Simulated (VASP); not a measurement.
# Co (P6_3/mmc) in VASP: relaxation of cell and atoms with PBE

Aim: the relaxation of cell and atoms of Co with PBE.

Everything below comes from runs of VASP 6.6.1. Logs are shortened: lines on timing, memory, paths and dates and some standing lists are left out, and cuts for length are marked.

## (1) The cell of the first run

The structure is hexagonal, space group P6_3/mmc (No. 194). The conventional cell has a = 2.507 Å, b = 2.507 Å, c = 4.069 Å, α = 90.00°, β = 90.00°, γ = 120.00°. Co (site symmetry -6m2) has 12 Co at 2.50 to 2.51 Å within 3.3 Å.

## (2) Relaxation of cell and atoms, PBE, collinear spin, ferromagnetic start

File INCAR:

```
SYSTEM = Co
  PREC = Accurate
  ENCUT = 600
  EDIFF = 1E-6
  ISMEAR = -1
  SIGMA = 0.05
  LREAL = .FALSE.
  LASPH = .TRUE.
  NELM = 150
  ALGO = Normal
  ISIF = 3
  LWAVE = .FALSE.
  LCHARG = .FALSE.
  ISPIN = 2
  MAGMOM = 1.7 1.7
  LORBIT = 11
  LMAXMIX = 4
  GGA = PE
  IBRION = 2
  NSW = 100
  EDIFFG = -0.003
```

File KPOINTS:

```
regular mesh
0
G
  23 23 13
  0 0 0
```

File POSCAR:

```
Co
1.0
    2.5071000000      0.0000000000      0.0000000000
   -1.2535500000      2.1712122898      0.0000000000
    0.0000000000      0.0000000000      4.0686000000
Co
2
Direct
    0.3333333333      0.6666666667      0.2500000000
    0.6666666667      0.3333333333      0.7500000000
```

Potentials or basis: VASP PAW PBE potentials, release 64 (Co).

Run with:

```sh
$ cat potpaw_PBE.64/Co/POTCAR > POTCAR
$ mpirun -np 1 vasp_std > vasp.out
```

OUTCAR:

```text
SYSTEM = Co
   PREC = Accurate
   ENCUT = 600
   EDIFF = 1E-6
   ISMEAR = -1
   LREAL = .FALSE.
   LASPH = .TRUE.
   NELM = 150
   ISIF = 3
   ISPIN = 2
   LORBIT = 11
   GGA = PE
   IBRION = 2
   NSW = 100
   EDIFFG = -0.003

 ion  position               nearest neighbor table
   1  0.333  0.667  0.250-   2 2.50   2 2.50   2 2.50   2 2.50   2 2.50   2 2.50
   2  0.667  0.333  0.750-   1 2.50   1 2.50   1 2.50   1 2.50   1 2.50   1 2.50

  LATTYP: Found a hexagonal cell.
 ALAT       =     2.5071000000
 C/A-ratio  =     1.6228311595

  Lattice vectors:

 A1 = (   2.5071000000,   0.0000000000,   0.0000000000)
 A2 = (  -1.2535500000,   2.1712122898,   0.0000000000)
 A3 = (   0.0000000000,   0.0000000000,   4.0686000000)

Analysis of symmetry for initial positions (statically):
=====================================================================
 Subroutine PRICEL returns:
 Original cell was already a primitive cell.

 Routine SETGRP: Setting up the symmetry group for a
 hexagonal supercell.

 Subroutine GETGRP returns: Found 24 space group operations
 (whereof 12 operations were pure point group operations)
 out of a pool of 24 trial point group operations.

The static configuration has the point symmetry D_3d.
 The point group associated with its full space group is D_6h.

Analysis of symmetry for dynamics (positions and initial velocities):
=====================================================================
 Subroutine PRICEL returns:
 Original cell was already a primitive cell.

 Routine SETGRP: Setting up the symmetry group for a
 hexagonal supercell.

 Subroutine GETGRP returns: Found 24 space group operations
 (whereof 12 operations were pure point group operations)
 out of a pool of 24 trial point group operations.

The dynamic configuration has the point symmetry D_3d.
 The point group associated with its full space group is D_6h.

Analysis of structural, dynamic, and magnetic symmetry:
=====================================================================
 Subroutine PRICEL returns:
 Original cell was already a primitive cell.

 Routine SETGRP: Setting up the symmetry group for a
 hexagonal supercell.

 Subroutine GETGRP returns: Found 24 space group operations
 (whereof 12 operations were pure point group operations)
 out of a pool of 24 trial point group operations.

The overall configuration has the point symmetry D_3d.
 The point group associated with its full space group is D_6h.

 Subroutine INISYM returns: Found 24 space group operations
 (whereof 12 operations are pure point group operations),
 and found     1 'primitive' translations

----------------------------------------------------------------------------------------

                                     Primitive cell

  volume of cell :      22.1472

  direct lattice vectors                    reciprocal lattice vectors
     2.507100000  0.000000000  0.000000000     0.398867217  0.230286095  0.000000000
    -1.253550000  2.171212290  0.000000000     0.000000000  0.460572190  0.000000000
     0.000000000  0.000000000  4.068600000     0.000000000  0.000000000  0.245784791

  length of vectors
     2.507100000  2.507100000  4.068600000     0.460572190  0.460572190  0.245784791

  position of ions in fractional coordinates (direct lattice)
     0.333333333  0.666666667  0.250000000
     0.666666667  0.333333333  0.750000000

  ion indices of the primitive-cell ions
   primitive index   ion index
                 1           1
                 2           2

----------------------------------------------------------------------------------------

 KPOINTS: regular mesh

Automatic generation of k-mesh.
 Grid dimensions read from file:
 generate k-points for:   23   23   13

 Generating k-lattice:

  Cartesian coordinates                     Fractional coordinates (reciprocal lattice)
     0.017342053  0.010012439  0.000000000     0.043478261  0.000000000  0.000000000
     0.000000000  0.020024878  0.000000000     0.000000000  0.043478261  0.000000000
     0.000000000  0.000000000  0.018906522     0.000000000  0.000000000  0.076923077

  Length of vectors
     0.020024878  0.020024878  0.018906522

  Shift w.r.t. Gamma in fractional coordinates (k-lattice)
     0.000000000  0.000000000  0.000000000

 Subroutine IBZKPT returns following result:
 ===========================================

 Found    392 irreducible k-points:

 Following reciprocal coordinates:
            Coordinates               Weight
  0.000000  0.000000  0.000000      1.000000
  0.043478  0.000000  0.000000      6.000000
  0.086957  0.000000  0.000000      6.000000
  0.130435  0.000000  0.000000      6.000000
  0.173913  0.000000  0.000000      6.000000
  0.217391  0.000000  0.000000      6.000000
[... 16 lines left out ...]
  0.478261  0.043478  0.000000      6.000000
  0.086957  0.086957  0.000000      6.000000
 [... further k-points ...]
   k-points           NKPTS =    392   k-points in BZ     NKDIM =    392   number of bands    NBANDS=     15
   number of dos      NEDOS =    301   number of ions     NIONS =      2
   total plane-waves  NPLWV =  14400
   dimension x,y,z NGX =    20 NGY =   20 NGZ =   36
   dimension x,y,z NGXF=    40 NGYF=   40 NGZF=   72
   ions per type =               2
   NGX,Y,Z   is equivalent  to a cutoff of  13.26, 13.26, 14.71 a.u.
   NGXF,Y,Z  is equivalent  to a cutoff of  26.52, 26.52, 29.42 a.u.
 SYSTEM =  Co
   PREC   = accura    normal or accurate (medium, high low for compatibility)
   ISTART =      0    job   : 0-new  1-cont  2-samecut
   ICHARG =      2    charge: 1-file 2-atom 10-const
   ISPIN  =      2    spin polarized calculation?
   LNONCOLLINEAR =      F non collinear calculations
   LSORBIT =      F    spin-orbit coupling
   LASPH  =      T    aspherical Exc in radial PAW
   ENCUT  =  600.0 eV  44.10 Ry    6.64 a.u.   5.01  5.01  8.13*2*pi/ulx,y,z
   NELM   =    150;   NELMIN=  2; NELMDL= -5     # of ELM steps
   EDIFF  = 0.1E-05   stopping-criterion for ELM
   LREAL  =      F    real-space projection
   EDIFFG = -.3E-02   stopping-criterion for IOM
   NSW    =    100    number of steps for IOM
   IBRION =      2    ionic relax: 0-MD 1-quasi-New 2-CG
   NFREE  =      1    steps in history (QN), initial steepest desc. (CG)
   ISIF   =      3    stress and relaxation
   ISYM   =      2    0-nonsym 1-usesym 2-fastsym
   POTIM  = 0.5000    time-step for ionic-motion
   TEBEG  =    0.0;   TEEND  =   0.0 temperature during run
   PSTRESS=    0.0 pullay stress
   NELECT =      18.0000    total number of electrons
   NUPDOWN=      -1.0000    fix difference up-down
   EMIN   =  10.00;   EMAX   =-10.00  energy-range for DOS
   EFERMI =   0.00;   METHOD = LEGACY
   ISMEAR =    -1;   SIGMA  =   0.05  broadening in eV -4-tet -1-fermi 0-gaus
   EFERMI_NEDOS =   21; number of points for ismear=-14 and -15
   IALGO  =     38    algorithm
   IMIX   =      4    mixing-type and parameters
     AMIX     =   0.40;   BMIX     =  1.00
     AMIX_MAG =   1.60;   BMIX_MAG =  1.00
  volume/ion in A,a.u.               =      11.07        74.73
  Fermi-wavevector in a.u.,A,eV,Ry     =   1.527775  2.887076 31.757303  2.334096
  Thomas-Fermi vector in A             =   2.635625
   LORBIT       =     11    0 simple, 1 ext, 2 COOP (PROOUT), +10 PAW based schemes
   GGA     = PE    functional components
   LHFCALC =     F    Hartree Fock is set to
   AEXX    =    0.0000 exact exchange contribution
   IVDW    =     0    specifies the selected vdW correction
   LEPSILON=     F    determine dielectric tensor
   LRPA    =     F    only Hartree local field effects (RPA)
 conjugate gradient relaxation of ions
 spin polarized calculation
  energy-cutoff  :      600.00
  volume of cell :       22.15
 maximum number of plane-waves:       764
 NGX is ok and might be reduce to    20
   NGX =  9   NGY =  9   NGZ = 17

--------------------------------------- Ionic step        1  -------------------------------------------

 number of electron      17.9999999 magnetization       3.2165873

 Free energy of the ion-electron system (eV)
  ---------------------------------------------------
  ext. energy  EPLUGINS =         0.00000000
  ---------------------------------------------------
  free energy    TOTEN  =       -14.06929802 eV

  energy without entropy =      -14.05374224  energy(sigma->0) =      -14.06152013

 E-fermi :   9.9706     XC(G=0): -13.2834

 val. band max:        9.9686328048   @ k =   0.0870   0.0870   0.3077
 cond. band min:       9.9730131031   @ k =   0.4783   0.0000   0.4615
 fundamental gap:      0.0043802983
 Fermi energy:         9.9706300079

 spin component 1

 k-point     1 :       0.0000    0.0000    0.0000
  band No.  band energies     occupation
      1       1.1847      1.00000
      2       4.9379      1.00000
      3       7.3764      1.00000
      4       7.4151      1.00000
      5       7.4151      1.00000
      6       7.7120      1.00000
      7       7.7120      1.00000
      8       8.0550      1.00000
      9       8.0550      1.00000
     10       9.1067      1.00000
     11       9.1067      1.00000
     12       9.8739      0.87374
[... 954 lines left out ...]
  FREE ENERGIE OF THE ION-ELECTRON SYSTEM (eV)
  ---------------------------------------------------
  free  energy   TOTEN  =       -14.0776674035 eV

  energy  without entropy=      -14.0631026209  energy(sigma->0) =      -14.07038501

[... ionic steps 4 to 7 ...]

--------------------------------------- Ionic step        8  -------------------------------------------

 number of electron      17.9999995 magnetization       3.1803047

------------------------ aborting loop because EDIFF is reached ----------------------------------------
[... 67 lines left out ...]
--------------------------------------- Ionic step       10  -------------------------------------------

 number of electron      17.9999995 magnetization       3.1794627

 Free energy of the ion-electron system (eV)
  ---------------------------------------------------
  ext. energy  EPLUGINS =         0.00000000
  ---------------------------------------------------
  free energy    TOTEN  =       -14.07771482 eV

  energy without entropy =      -14.06316741  energy(sigma->0) =      -14.07044111

 E-fermi :  10.3056     XC(G=0): -13.4264

 val. band max:       10.3034950160   @ k =   0.2174   0.1304   0.0000
 cond. band min:      10.3077761326   @ k =   0.1739   0.0870   0.0769
 fundamental gap:      0.0042811166
 Fermi energy:        10.3056152653

 spin component 1

 k-point     1 :       0.0000    0.0000    0.0000
  band No.  band energies     occupation
      1       1.3843      1.00000
      2       5.1710      1.00000
      3       7.7027      1.00000
      4       7.7233      1.00000
      5       7.7233      1.00000
      6       8.0369      1.00000
      7       8.0369      1.00000
      8       8.3819      1.00000
      9       8.3819      1.00000
     10       9.4877      1.00000
     11       9.4877      1.00000
     12      10.2399      0.78837
[... 882 lines left out ...]
  FREE ENERGIE OF THE ION-ELECTRON SYSTEM (eV)
  ---------------------------------------------------
  free  energy   TOTEN  =       -14.0777148233 eV

  energy  without entropy=      -14.0631674064  energy(sigma->0) =      -14.07044111

 reached required accuracy - stopping structural energy minimisation

 total charge

# of ion       s       p       d       tot
------------------------------------------
    1        0.490   0.524   7.267   8.281
    2        0.490   0.524   7.267   8.281
--------------------------------------------------
tot          0.979   1.048  14.534  16.561

 magnetization (x)

# of ion       s       p       d       tot
------------------------------------------
    1       -0.015  -0.056   1.681   1.610
    2       -0.015  -0.056   1.681   1.610
--------------------------------------------------
tot         -0.031  -0.111   3.362   3.220
```

Wall time 26 min (1 thread of Oxide Virtual Turin-like, shared host); peak memory 0.32 GiB.

What came out:

| Property | Result |
| --- | --- |
| Free energy | -14.0777 eV |
| Relaxed volume | 10.81 Å³/atom |
| Relaxed cell | a = 2.490 Å, b = 2.490 Å, c = 4.026 Å, α = 90.00°, β = 90.00°, γ = 120.00° |
| Space group after relaxing (to 0.1 Å) | P6_3/mmc (No. 194) |
| Energy gained by relaxing | 4.2 meV/atom |
| Ionic steps | 10 |
| Pressure after relaxing | 0.0 GPa |
| Net moment | 3.18 μB per cell |
| Site moments | Co +1.61 μB |
| Valence electrons inside the program's atomic spheres | Co 8.28 |

The path:
| step | energy change (eV) | largest force (eV/Å) | pressure (GPa) | volume (Å³) |
| --- | --- | --- | --- | --- |
| 1 | 0.0000 | 0.0000 | -4.83 | 22.15 |
| 2 | 0.0004 | 0.0000 | 5.58 | 21.09 |
| 3 | -0.0084 | 0.0000 | 0.03 | 21.62 |
| 4 | -0.0084 | 0.0000 | -0.07 | 21.63 |
| 5 | -0.0084 | 0.0000 | -0.01 | 21.63 |
| 6 | -0.0084 | 0.0000 | -0.07 | 21.63 |
| 7 | -0.0084 | 0.0000 | -0.21 | 21.63 |
| 8 | -0.0084 | 0.0000 | -0.10 | 21.63 |
| 9 | -0.0084 | 0.0000 | 0.06 | 21.61 |
| 10 | -0.0084 | 0.0000 | 0.03 | 21.62 |

Final structure:
```cif
data_structure
_symmetry_space_group_name_H-M 'P 1'
_symmetry_Int_Tables_number 1
_cell_length_a 2.4898
_cell_length_b 2.4898
_cell_length_c 4.0263
_cell_angle_alpha 90.000
_cell_angle_beta 90.000
_cell_angle_gamma 120.000
_cell_volume 21.62
loop_
_atom_site_label
_atom_site_type_symbol
_atom_site_fract_x
_atom_site_fract_y
_atom_site_fract_z
_atom_site_occupancy
Co1 Co 0.33333 0.66667 0.25000 1
Co2 Co 0.66667 0.33333 0.75000 1
```
